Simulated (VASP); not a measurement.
# Li (I4/mmm) in VASP: notebook

Runs on Li. Level: r2SCAN. Tasks: single point.

Program: VASP 6.6.1. These are calculated values, not measurements. Logs are shortened: lines on timing, memory, paths and dates and some standing lists are left out, and cuts for length are marked.

## Step 1: The cell of the first run

It takes space group I4/mmm (No. 139, tetragonal). Conventional cell: a = 3.114 Å, b = 3.114 Å, c = 4.140 Å, α = 90.00°, β = 90.00°, γ = 90.00°. Li (site symmetry 4/mmm) has 14 Li at 3.02 to 4.14 Å within 4.2 Å.

## Step 2: Single point, r2SCAN (strain -0.0600 x Voigt [0, 0, 1, 0, 0, 0])

Input file POSCAR:

```
Li
1.0
    0.0000000000      2.2020000000      2.0698800000
    2.2020000000      0.0000000000      2.0698800000
    2.2020000000      2.2020000000      0.0000000000
Li
1
Direct
    0.0000000000      0.0000000000      0.0000000000
```

Input file INCAR.step1:

```
SYSTEM = Li
  ALGO = Normal
  EDIFF = 1E-5
  ENCUT = 830
  GGA = PE
  GGA_COMPAT = .False.
  ISMEAR = 0
  LASPH = .True.
  LCHARG = .False.
  LREAL = .False.
  LWAVE = .True.
  NBANDS = 8
  NELM = 120
  PREC = Accurate
  SIGMA = 0.15
```

Input file INCAR.step2:

```
SYSTEM = Li
  ALGO = Normal
  EDIFF = 1E-6
  ENCUT = 830
  GGA_COMPAT = .False.
  ISIF = 2
  ISMEAR = 0
  ISTART = 1
  LASPH = .True.
  LCHARG = .True.
  LELF = .True.
  LMIXTAU = .True.
  LREAL = .False.
  LVHAR = .True.
  LWAVE = .False.
  METAGGA = R2SCAN
  NBANDS = 8
  NELM = 120
  PREC = Accurate
  SIGMA = 0.15
```

Input file KPOINTS:

```
k-points
0
Gamma
  18 18 18
  0 0 0
```

Potentials or basis: VASP PAW PBE potentials, release 64 (Li_sv).

The run is started by

```bash
$ cat potpaw_PBE.64/Li_sv/POTCAR > POTCAR
$ cp INCAR.step1 INCAR
$ mpirun -np 1 vasp_std > vasp.out
$ cp INCAR.step2 INCAR
$ mpirun -np 1 vasp_std > vasp.out
```

OUTCAR:

```text
SYSTEM = Li
   EDIFF = 1E-6
   ENCUT = 830
   ISIF = 2
   ISMEAR = 0
   ISTART = 1
   LASPH = .True.
   LREAL = .False.
   METAGGA = R2SCAN
   NELM = 120
   PREC = Accurate

 ion  position               nearest neighbor table
   1  0.000  0.000  0.000-

  LATTYP: Found a body centered tetragonal cell.
 ALAT       =     3.1140982643
 C/A-ratio  =     1.3293607486

  Lattice vectors:

 A1 = (   0.0000000000,  -2.2020000000,  -2.0698800000)
 A2 = (   0.0000000000,   2.2020000000,  -2.0698800000)
 A3 = (   2.2020000000,   0.0000000000,   2.0698800000)

Analysis of symmetry for initial positions (statically):
=====================================================================
 Subroutine PRICEL returns:
 Original cell was already a primitive cell.

 Routine SETGRP: Setting up the symmetry group for a
 body centered tetragonal supercell.

 Subroutine GETGRP returns: Found 16 space group operations
 (whereof 16 operations were pure point group operations)
 out of a pool of 16 trial point group operations.

The static configuration has the point symmetry D_4h.

Analysis of symmetry for dynamics (positions and initial velocities):
=====================================================================
 Subroutine PRICEL returns:
 Original cell was already a primitive cell.

 Routine SETGRP: Setting up the symmetry group for a
 body centered tetragonal supercell.

 Subroutine GETGRP returns: Found 16 space group operations
 (whereof 16 operations were pure point group operations)
 out of a pool of 16 trial point group operations.

The dynamic configuration has the point symmetry D_4h.

 Subroutine INISYM returns: Found 16 space group operations
 (whereof 16 operations are pure point group operations),
 and found     1 'primitive' translations

----------------------------------------------------------------------------------------

                                     Primitive cell

  volume of cell :      20.0729

  direct lattice vectors                    reciprocal lattice vectors
     0.000000000  2.202000000  2.069880000    -0.227066303  0.227066303  0.241559897
     2.202000000  0.000000000  2.069880000     0.227066303 -0.227066303  0.241559897
     2.202000000  2.202000000  0.000000000     0.227066303  0.227066303 -0.241559897
[... 67 lines left out ...]
   dimension x,y,z NGX =    28 NGY =   28 NGZ =   30
   dimension x,y,z NGXF=    56 NGYF=   56 NGZF=   60
   ions per type =               1
   NGX,Y,Z   is equivalent  to a cutoff of  15.40, 15.40, 16.02 a.u.
   NGXF,Y,Z  is equivalent  to a cutoff of  30.81, 30.81, 32.03 a.u.
 SYSTEM =  Li
   PREC   = accura    normal or accurate (medium, high low for compatibility)
   ISTART =      1    job   : 0-new  1-cont  2-samecut
   ICHARG =      0    charge: 1-file 2-atom 10-const
   ISPIN  =      1    spin polarized calculation?
   LNONCOLLINEAR =      F non collinear calculations
   LSORBIT =      F    spin-orbit coupling
   LASPH  =      T    aspherical Exc in radial PAW
   ENCUT  =  830.0 eV  61.00 Ry    7.81 a.u.   7.10  7.10  7.32*2*pi/ulx,y,z
   NELM   =    120;   NELMIN=  2; NELMDL=  0     # of ELM steps
   EDIFF  = 0.1E-05   stopping-criterion for ELM
   LREAL  =      F    real-space projection
[... 7 lines left out ...]
   TEBEG  =    0.0;   TEEND  =   0.0 temperature during run
   PSTRESS=    0.0 pullay stress
   NELECT =       3.0000    total number of electrons
   NUPDOWN=      -1.0000    fix difference up-down
   EMIN   =  10.00;   EMAX   =-10.00  energy-range for DOS
   EFERMI =   0.00;   METHOD = LEGACY
   ISMEAR =     0;   SIGMA  =   0.15  broadening in eV -4-tet -1-fermi 0-gaus
   EFERMI_NEDOS =   21; number of points for ismear=-14 and -15
   IALGO  =     38    algorithm
   IMIX   =      4    mixing-type and parameters
     AMIX     =   0.40;   BMIX     =  1.00
     AMIX_MAG =   1.60;   BMIX_MAG =  1.00
  volume/ion in A,a.u.               =      20.07       135.46
  Fermi-wavevector in a.u.,A,eV,Ry     =   0.868784  1.641764 10.269490  0.754786
  Thomas-Fermi vector in A             =   1.987513
   LORBIT       =      0    0 simple, 1 ext, 2 COOP (PROOUT), +10 PAW based schemes
   METAGGA = R2SCAN    functional components
   LHFCALC =     F    Hartree Fock is set to
   AEXX    =    0.0000 exact exchange contribution
   IVDW    =     0    specifies the selected vdW correction
   LEPSILON=     F    determine dielectric tensor
   LRPA    =     F    only Hartree local field effects (RPA)
 non-spin polarized calculation
 Gauss-broadening in eV      SIGMA  =   0.15
  energy-cutoff  :      830.00
  volume of cell :       20.07
 maximum number of plane-waves:      1110
   NGX = 15   NGY = 15   NGZ = 15

 number of electron       3.0000000 magnetization

 Free energy of the ion-electron system (eV)
  ---------------------------------------------------
  ext. energy  EPLUGINS =         0.00000000
  ---------------------------------------------------
  free energy    TOTEN  =        -2.38662639 eV

  energy without entropy =       -2.38192669  energy(sigma->0) =       -2.38427654

 E-fermi :   0.6601     XC(G=0):  -7.4710

 val. band max:        0.6574519572   @ k =   0.5000   0.1667   0.0556
 cond. band min:       0.6692926664   @ k =  -0.2778   0.2778   0.0000
 fundamental gap:      0.0118407092
 Fermi energy:         0.6600607502

 k-point     1 :       0.0000    0.0000    0.0000
  band No.  band energies     occupation
      1     -47.3737      2.00000
      2      -3.2433      2.00000
      3      16.6669      0.00000
      4      16.7901      0.00000
      5      16.7902      0.00000
      6      20.1130      0.00000
      7      20.1135      0.00000
      8      20.3629      0.00000
[... 243 lines left out ...]
 k-point    24 :      -0.2222    0.0556    0.0000
  band No.  band energies     occupation
      1     -47.3641      2.00000
      2      -2.0796      2.00000
      3       9.8145      0.00000
      4      14.5825      0.00000
      5      15.6921      0.00000
      6      19.3965      0.00000
      7      19.6012      0.00000
      8      20.8780      0.00000

 [... further k-points ...]
[... 5 lines left out ...]
  --------------------------------------------------------------------------------------
  -------------------------------------------------------------------------------------
  Total        0.0142215      0.0142215      0.0562991      0.0000000     -0.0000000     -0.0000000
  in kB        1.1351331      1.1351331      4.4936834      0.0000000     -0.0000000     -0.0000000
  external PRESSURE =       2.2546498 kB  Pullay stress =       0.0000000 kB

 VOLUME and BASIS-vectors are now :
 -----------------------------------------------------------------------------
  energy-cutoff  :      830.00
  volume of cell :       20.07
      direct lattice vectors                 reciprocal lattice vectors
     0.000000000  2.202000000  2.069880000    -0.227066303  0.227066303  0.241559897
     2.202000000  0.000000000  2.069880000     0.227066303 -0.227066303  0.241559897
     2.202000000  2.202000000  0.000000000     0.227066303  0.227066303 -0.241559897

 POSITION                                       TOTAL-FORCE (eV/Angst)
 -----------------------------------------------------------------------------------
      0.00000      0.00000      0.00000         0.000000      0.000000      0.000000
 -----------------------------------------------------------------------------------
    total drift:                               -0.000000     -0.000000     -0.000000

  FREE ENERGIE OF THE ION-ELECTRON SYSTEM (eV)
  ---------------------------------------------------
  free  energy   TOTEN  =        -2.3866263931 eV

  energy  without entropy=       -2.3819266868  energy(sigma->0) =       -2.38427654
```

OUTCAR.step1:

```text
SYSTEM = Li
   EDIFF = 1E-5
   ENCUT = 830
   GGA = PE
   ISMEAR = 0
   LASPH = .True.
[... 482 lines left out ...]
 -----------------------------------------------------------------------------------
      0.00000      0.00000      0.00000         0.000000      0.000000      0.000000
 -----------------------------------------------------------------------------------
    total drift:                               -0.000000     -0.000000     -0.000000

  FREE ENERGIE OF THE ION-ELECTRON SYSTEM (eV)
  ---------------------------------------------------
  free  energy   TOTEN  =        -1.9095595696 eV

  energy  without entropy=       -1.9044604765  energy(sigma->0) =       -1.90701002
```

OSZICAR.step1:

```text
N       E                     dE             d eps       ncg     rms          rms(c)
DAV:   1     0.450187289377E+00    0.45019E+00   -0.88170E+02  7680   0.336E+02
DAV:   2    -0.185140098560E+01   -0.23016E+01   -0.22256E+01 11064   0.406E+01
DAV:   3    -0.190998928972E+01   -0.58588E-01   -0.58558E-01  8928   0.492E+00
DAV:   4    -0.191114947317E+01   -0.11602E-02   -0.11602E-02 11944   0.555E-01
DAV:   5    -0.191115331439E+01   -0.38412E-05   -0.38413E-05  9312   0.220E-02    0.232E-01
DAV:   6    -0.191008638971E+01    0.10669E-02   -0.30030E-04 12496   0.667E-02    0.131E-01
DAV:   7    -0.190956184801E+01    0.52454E-03   -0.70138E-04 11744   0.105E-01    0.277E-02
DAV:   8    -0.190955956960E+01    0.22784E-05   -0.54757E-06  8952   0.212E-02
   1 F= -.19095596E+01 E0= -.19070100E+01  d E =-.509909E-02
```

Wall time 4.1 min (1 thread of Intel Xeon 6975P-C (Granite Rapids), shared host); peak memory 0.24 GiB.

Results:

```
Free energy            : -2.3866 eV
Pressure               : 0.2 GPa
Band gap on the k mesh : zero (an odd number of electrons rules out a gap without spin polarisation)
```

Stress tensor (GPa, compression positive):
```
0.11 0.00 0.00
0.00 0.11 0.00
0.00 0.00 0.45
```

Levels at points of the mesh, in eV from the Fermi level:
```tsv
k point	band 1	band 2	band 3	band 4	band 5
(0.00, 0.00, 0.00)	-48.03	-3.90	16.01	16.13	16.13
(0.50, 0.00, 0.00)	-48.01	-0.01	3.18	13.55	14.50
(0.50, 0.50, 0.00)	-48.00	2.31	5.63	8.71	8.71
(0.50, 0.00, 0.50)	-48.01	1.40	4.77	9.55	9.86
```

Caveat: the cell differs from its parent crystal (strain -0.0600 x Voigt [0, 0, 1, 0, 0, 0]); the PAW data sets were made with another functional, which shifts forces and pressure a little.

## Step 3: Single point, r2SCAN (strain -0.0450 x Voigt [0, 0, 1, 0, 0, 0])

Input file POSCAR:

```
Li
1.0
    0.0000000000      2.2020000000      2.1029100000
    2.2020000000      0.0000000000      2.1029100000
    2.2020000000      2.2020000000      0.0000000000
Li
1
Direct
    0.0000000000      0.0000000000      0.0000000000
```

Input file INCAR.step1:

```
SYSTEM = Li
PREC = Accurate
ENCUT = 830
ISMEAR = 0
SIGMA = 0.15
LREAL = .FALSE.
LASPH = .TRUE.
NELM = 120
NBANDS = 8
GGA = PE
ALGO = Normal
EDIFF = 1E-5
LWAVE = .TRUE.
LCHARG = .FALSE.
GGA_COMPAT = .FALSE.
```

Input file INCAR.step2:

```
SYSTEM = Li
PREC = Accurate
ENCUT = 830
EDIFF = 1E-6
ISMEAR = 0
SIGMA = 0.15
LREAL = .FALSE.
LASPH = .TRUE.
NELM = 120
ALGO = Normal
ISIF = 2
LWAVE = .FALSE.
LCHARG = .FALSE.
METAGGA = R2SCAN
LMIXTAU = .TRUE.
NBANDS = 8
ISTART = 1
GGA_COMPAT = .FALSE.
```

Input file KPOINTS:

```
Automatic mesh
0
G
  18 18 18
  0 0 0
```

Potentials or basis: VASP PAW PBE potentials, release 64 (Li_sv).

The run is started by

```bash
$ cat potpaw_PBE.64/Li_sv/POTCAR > POTCAR
$ cp INCAR.step1 INCAR
$ mpirun -np 1 vasp_std > vasp.out
$ cp INCAR.step2 INCAR
$ mpirun -np 1 vasp_std > vasp.out
```

Wall time 5 min (1 thread of Intel Xeon 6975P-C (Granite Rapids), shared host); peak memory 0.25 GiB.

It converged, with:

```yaml
Free_energy: -2.3880 eV
Pressure: 0.2 GPa
Band_gap_on_the_k_mesh: zero (an odd number of electrons rules out a gap without spin polarisation)
```

Stress tensor (GPa, compression positive):
```
0.13 0.00 0.00
0.00 0.13 0.00
0.00 0.00 0.32
```

Levels at points of the mesh, in eV from the Fermi level:
| k point | band 1 | band 2 | band 3 | band 4 | band 5 | band 6 |
| --- | --- | --- | --- | --- | --- | --- |
| (0.00, 0.00, 0.00) | -48.05 | -3.88 | 15.85 | 15.93 | 15.93 | 19.26 |
| (0.50, 0.00, 0.00) | -48.03 | 0.00 | 3.12 | 13.54 | 14.28 | 17.05 |
| (0.50, 0.50, 0.00) | -48.03 | 2.13 | 5.42 | 8.78 | 8.78 | 10.76 |
| (0.50, 0.00, 0.50) | -48.03 | 1.47 | 4.78 | 9.39 | 9.62 | 11.47 |

Caveat: the cell differs from its parent crystal (strain -0.0450 x Voigt [0, 0, 1, 0, 0, 0]); the PAW data sets were made with another functional, which shifts forces and pressure a little.
